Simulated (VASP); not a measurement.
# NiGe (P4/mmm) in VASP: a series of runs

Runs on NiGe. Level: r2SCAN. Tasks: single point, relaxation of cell and atoms.

All numbers are computed with VASP 6.6.1; they aren't measurements. Logs are shortened: lines on timing, memory, paths and dates and some standing lists are left out, and cuts for length are marked.

## 1. The cell of the first run

The structure is tetragonal, space group P4/mmm (No. 123). Conventional cell: a = 2.756 Å, b = 2.756 Å, c = 3.613 Å, α = 90.00°, β = 90.00°, γ = 90.00°. Ni (site symmetry 4/mmm) has 8 Ge at 2.66 Å and 4 Ni at 2.76 Å within 3.5 Å. Ge (site symmetry 4/mmm) has 8 Ni at 2.66 Å and 4 Ge at 2.76 Å within 3.5 Å.

## 2. Single point, r2SCAN, collinear spin, ferromagnetic start

POSCAR

```
NiGe
1.0
    2.7561760212      0.0000000000      0.0000000000
    0.0000000000      2.7561760212      0.0000000000
    0.0000000000      0.0000000000      3.6125592849
Ni Ge
1 1
Direct
    0.5000000000      0.5000000000      0.5000000000
    0.0000000000      0.0000000000      0.0000000000
```

INCAR.step1

```
PREC = Accurate
ENCUT = 520
ISMEAR = 0
SIGMA = 0.1
LREAL = False
LASPH = True
NELM = 150
ISPIN = 2
MAGMOM = 2 0
LMAXMIX = 4
NBANDS = 23
GGA = PE
ALGO = Normal
EDIFF = 1E-4
LWAVE = True
LCHARG = False
```

INCAR.step2

```
PREC = Accurate
ENCUT = 520
EDIFF = 1E-7
ISMEAR = 0
SIGMA = 0.1
LREAL = False
LASPH = True
NELM = 150
ALGO = Normal
ISIF = 2
LWAVE = False
LCHARG = False
ISPIN = 2
MAGMOM = 2 0
LORBIT = 11
LMAXMIX = 4
METAGGA = R2SCAN
LMIXTAU = True
NBANDS = 23
ISTART = 1
```

KPOINTS

```
Automatic mesh
0
Gamma
  6 6 6
```

Potentials or basis: VASP PAW PBE potentials, release 64 (Ni, Ge_d).

Started as:

```sh
> cat potpaw_PBE.64/Ni/POTCAR potpaw_PBE.64/Ge_d/POTCAR > POTCAR
> cp INCAR.step1 INCAR
> mpirun -np 1 vasp_std > vasp.out
> cp INCAR.step2 INCAR
> mpirun -np 1 vasp_std > vasp.out
```

OUTCAR:

```text
PREC = Accurate
   ENCUT = 520
   EDIFF = 1E-7
   ISMEAR = 0
   LREAL = False
   LASPH = True
   NELM = 150
   ISIF = 2
   ISPIN = 2
   LORBIT = 11
   METAGGA = R2SCAN
   ISTART = 1

 ion  position               nearest neighbor table
   1  0.500  0.500  0.500-   2 2.66   2 2.66   2 2.66   2 2.66   2 2.66   2 2.66   2 2.66   2 2.66

   2  0.000  0.000  0.000-   1 2.66   1 2.66   1 2.66   1 2.66   1 2.66   1 2.66   1 2.66   1 2.66

  LATTYP: Found a simple tetragonal cell.
 ALAT       =     2.7561760212
 C/A-ratio  =     1.3107142857

  Lattice vectors:

 A1 = (   2.7561760212,   0.0000000000,   0.0000000000)
 A2 = (   0.0000000000,   2.7561760212,   0.0000000000)
 A3 = (   0.0000000000,   0.0000000000,   3.6125592849)

Analysis of symmetry for initial positions (statically):
=====================================================================
 Subroutine PRICEL returns:
 Original cell was already a primitive cell.

 Routine SETGRP: Setting up the symmetry group for a
 simple tetragonal supercell.

 Subroutine GETGRP returns: Found 16 space group operations
 (whereof 16 operations were pure point group operations)
 out of a pool of 16 trial point group operations.

The static configuration has the point symmetry D_4h.

Analysis of symmetry for dynamics (positions and initial velocities):
=====================================================================
 Subroutine PRICEL returns:
 Original cell was already a primitive cell.

 Routine SETGRP: Setting up the symmetry group for a
 simple tetragonal supercell.

 Subroutine GETGRP returns: Found 16 space group operations
 (whereof 16 operations were pure point group operations)
 out of a pool of 16 trial point group operations.

The dynamic configuration has the point symmetry D_4h.

Analysis of structural, dynamic, and magnetic symmetry:
=====================================================================
 Subroutine PRICEL returns:
 Original cell was already a primitive cell.

 Routine SETGRP: Setting up the symmetry group for a
 simple tetragonal supercell.

 Subroutine GETGRP returns: Found 16 space group operations
 (whereof 16 operations were pure point group operations)
 out of a pool of 16 trial point group operations.

The overall configuration has the point symmetry D_4h.

 Subroutine INISYM returns: Found 16 space group operations
 (whereof 16 operations are pure point group operations),
 and found     1 'primitive' translations

----------------------------------------------------------------------------------------

                                     Primitive cell

  volume of cell :      27.4428

  direct lattice vectors                    reciprocal lattice vectors
     2.756176021  0.000000000  0.000000000     0.362821530  0.000000000  0.000000000
     0.000000000  2.756176021  0.000000000     0.000000000  0.362821530  0.000000000
     0.000000000  0.000000000  3.612559285     0.000000000  0.000000000  0.276812066

  length of vectors
     2.756176021  2.756176021  3.612559285     0.362821530  0.362821530  0.276812066

  position of ions in fractional coordinates (direct lattice)
     0.500000000  0.500000000  0.500000000
     0.000000000  0.000000000  0.000000000

  ion indices of the primitive-cell ions
   primitive index   ion index
                 1           1
                 2           2

----------------------------------------------------------------------------------------

 KPOINTS: Automatic mesh

Automatic generation of k-mesh.
 Grid dimensions read from file:
 generate k-points for:    6    6    6

 Generating k-lattice:

  Cartesian coordinates                     Fractional coordinates (reciprocal lattice)
     0.060470255  0.000000000  0.000000000     0.166666667  0.000000000  0.000000000
     0.000000000  0.060470255  0.000000000     0.000000000  0.166666667  0.000000000
     0.000000000  0.000000000  0.046135344     0.000000000  0.000000000  0.166666667

  Length of vectors
     0.060470255  0.060470255  0.046135344

  Shift w.r.t. Gamma in fractional coordinates (k-lattice)
     0.000000000  0.000000000  0.000000000

 Subroutine IBZKPT returns following result:
 ===========================================

 Found     40 irreducible k-points:

 Following reciprocal coordinates:
            Coordinates               Weight
  0.000000  0.000000  0.000000      1.000000
  0.166667  0.000000  0.000000      4.000000
  0.333333  0.000000  0.000000      4.000000
  0.500000  0.000000  0.000000      2.000000
  0.166667  0.166667  0.000000      4.000000
  0.333333  0.166667  0.000000      8.000000
[... 16 lines left out ...]
  0.333333  0.000000  0.333333      8.000000
  0.500000  0.000000  0.333333      4.000000
 [... further k-points ...]
   k-points           NKPTS =     40   k-points in BZ     NKDIM =     40   number of bands    NBANDS=     23
   number of dos      NEDOS =    301   number of ions     NIONS =      2
   total plane-waves  NPLWV =  11200
   dimension x,y,z NGX =    20 NGY =   20 NGZ =   28
   dimension x,y,z NGXF=    40 NGYF=   40 NGZF=   56
   ions per type =               1   1
   NGX,Y,Z   is equivalent  to a cutoff of  12.06, 12.06, 12.89 a.u.
   NGXF,Y,Z  is equivalent  to a cutoff of  24.13, 24.13, 25.77 a.u.
 SYSTEM =  unknown system
   PREC   = accura    normal or accurate (medium, high low for compatibility)
   ISTART =      1    job   : 0-new  1-cont  2-samecut
   ICHARG =      0    charge: 1-file 2-atom 10-const
   ISPIN  =      2    spin polarized calculation?
   LNONCOLLINEAR =      F non collinear calculations
   LSORBIT =      F    spin-orbit coupling
   LASPH  =      T    aspherical Exc in radial PAW
   ENCUT  =  520.0 eV  38.22 Ry    6.18 a.u.   5.12  5.12  6.72*2*pi/ulx,y,z
   NELM   =    150;   NELMIN=  2; NELMDL=  0     # of ELM steps
   EDIFF  = 0.1E-06   stopping-criterion for ELM
   LREAL  =      F    real-space projection
   EDIFFG = 0.1E-05   stopping-criterion for IOM
   NSW    =      0    number of steps for IOM
   IBRION =     -1    ionic relax: 0-MD 1-quasi-New 2-CG
   NFREE  =      0    steps in history (QN), initial steepest desc. (CG)
   ISIF   =      2    stress and relaxation
   ISYM   =      2    0-nonsym 1-usesym 2-fastsym
   POTIM  = 0.5000    time-step for ionic-motion
   TEBEG  =    0.0;   TEEND  =   0.0 temperature during run
   PSTRESS=    0.0 pullay stress
   NELECT =      24.0000    total number of electrons
   NUPDOWN=      -1.0000    fix difference up-down
   EMIN   =  10.00;   EMAX   =-10.00  energy-range for DOS
   EFERMI =   0.00;   METHOD = LEGACY
   ISMEAR =     0;   SIGMA  =   0.10  broadening in eV -4-tet -1-fermi 0-gaus
   EFERMI_NEDOS =   21; number of points for ismear=-14 and -15
   IALGO  =     38    algorithm
   IMIX   =      4    mixing-type and parameters
     AMIX     =   0.40;   BMIX     =  1.00
     AMIX_MAG =   1.60;   BMIX_MAG =  1.00
  volume/ion in A,a.u.               =      13.72        92.60
  Fermi-wavevector in a.u.,A,eV,Ry     =   1.565557  2.958474 33.347464  2.450969
  Thomas-Fermi vector in A             =   2.668016
   LORBIT       =     11    0 simple, 1 ext, 2 COOP (PROOUT), +10 PAW based schemes
   METAGGA = R2SCAN    functional components
   LHFCALC =     F    Hartree Fock is set to
   AEXX    =    0.0000 exact exchange contribution
   IVDW    =     0    specifies the selected vdW correction
   LEPSILON=     F    determine dielectric tensor
   LRPA    =     F    only Hartree local field effects (RPA)
 spin polarized calculation
 Gauss-broadening in eV      SIGMA  =   0.10
  energy-cutoff  :      520.00
  volume of cell :       27.44
 maximum number of plane-waves:       754
   NGX = 11   NGY = 11   NGZ = 13

 number of electron      24.0000049 magnetization       0.0000028

 number of electron      24.0000049 magnetization      -0.0000004

 Free energy of the ion-electron system (eV)
  ---------------------------------------------------
  ext. energy  EPLUGINS =         0.00000000
  ---------------------------------------------------
  free energy    TOTEN  =       -25.62553093 eV

  energy without entropy =      -25.62183118  energy(sigma->0) =      -25.62368105

 E-fermi :   8.7648     XC(G=0): -13.6669

 val. band max:        8.7436272623   @ k =   0.5000   0.5000   0.3333
 cond. band min:       8.7747081890   @ k =   0.3333   0.3333   0.1667
 fundamental gap:      0.0310809268
 Fermi energy:         8.7648213377

 spin component 1

 k-point     1 :       0.0000    0.0000    0.0000
  band No.  band energies     occupation
      1     -17.1186      1.00000
      2     -16.9797      1.00000
      3     -16.8972      1.00000
      4     -16.8942      1.00000
      5     -16.8942      1.00000
      6      -5.0635      1.00000
[... 15 lines left out ...]
     22      30.2963      0.00000
     23      30.2963      0.00000
[... 575 lines left out ...]
      1     -17.0317      1.00000
      2     -16.9784      1.00000
      3     -16.9586      1.00000
      4     -16.8896      1.00000
      5     -16.8532      1.00000
      6      -0.3102      1.00000
[... 15 lines left out ...]
     22      28.9058      0.00000
     23      29.7369      0.00000

 [... further k-points ...]

 spin component 2

 k-point     1 :       0.0000    0.0000    0.0000
  band No.  band energies     occupation
      1     -17.1186      1.00000
      2     -16.9797      1.00000
      3     -16.8972      1.00000
      4     -16.8942      1.00000
      5     -16.8942      1.00000
      6      -5.0635      1.00000
[... 15 lines left out ...]
     22      30.2963      0.00000
     23      30.2963      0.00000
[... 575 lines left out ...]
      1     -17.0317      1.00000
      2     -16.9784      1.00000
      3     -16.9586      1.00000
      4     -16.8896      1.00000
      5     -16.8532      1.00000
      6      -0.3102      1.00000
[... 15 lines left out ...]
     22      28.9058      0.00000
     23      29.7369      0.00000

 [... further k-points ...]

------------------------ aborting loop because EDIFF is reached ----------------------------------------

  FORCE on cell =-STRESS in cart. coord.  units (eV):
  Direction    XX          YY          ZZ          XY          YZ          ZX
  --------------------------------------------------------------------------------------
  -------------------------------------------------------------------------------------
  Total       -1.4405940     -1.4405940     -2.6776072      0.0000000      0.0000000     -0.0000000
  in kB      -84.1052864    -84.1052864   -156.3250456      0.0000000      0.0000000     -0.0000000
  external PRESSURE =    -108.1785395 kB  Pullay stress =       0.0000000 kB

 VOLUME and BASIS-vectors are now :
 -----------------------------------------------------------------------------
  energy-cutoff  :      520.00
  volume of cell :       27.44
      direct lattice vectors                 reciprocal lattice vectors
     2.756176021  0.000000000  0.000000000     0.362821530  0.000000000  0.000000000
     0.000000000  2.756176021  0.000000000     0.000000000  0.362821530  0.000000000
     0.000000000  0.000000000  3.612559285     0.000000000  0.000000000  0.276812066

 POSITION                                       TOTAL-FORCE (eV/Angst)
 -----------------------------------------------------------------------------------
      1.37809      1.37809      1.80628         0.000000      0.000000      0.000000
      0.00000      0.00000      0.00000         0.000000      0.000000      0.000000
 -----------------------------------------------------------------------------------
    total drift:                               -0.000000      0.000000      0.000000

  FREE ENERGIE OF THE ION-ELECTRON SYSTEM (eV)
  ---------------------------------------------------
  free  energy   TOTEN  =       -25.6255309258 eV

  energy  without entropy=      -25.6218311776  energy(sigma->0) =      -25.62368105

 total charge

# of ion       s       p       d       tot
------------------------------------------
    1        0.389   0.382   8.475   9.247
    2        1.107   1.123  10.075  12.305
--------------------------------------------------
tot          1.496   1.506  18.550  21.552

 magnetization (x)

# of ion       s       p       d       tot
------------------------------------------
    1       -0.000   0.000  -0.000  -0.000
    2        0.000  -0.000   0.000   0.000
--------------------------------------------------
tot         -0.000  -0.000  -0.000  -0.000
```

Run time: 68 s. Hardware: 1 thread of Intel Xeon 6975P-C (Granite Rapids), shared host; peak memory 0.17 GiB.

What came out:

- Free energy: -25.6255 eV
- Pressure: -10.8 GPa
- Band gap on the k mesh: zero (filled and empty bands overlap)
- Net moment: 0.00 μB per cell
- Valence electrons inside the program's atomic spheres: Ni 9.25; Ge 12.30

Caveat: the k points lie up to 0.38 Å⁻¹ apart; the starting moments collapsed, and a magnetic state may lie lower; the PAW data sets were made with another functional, which shifts forces and pressure a little.

(Part 1 of 2 ends here.)
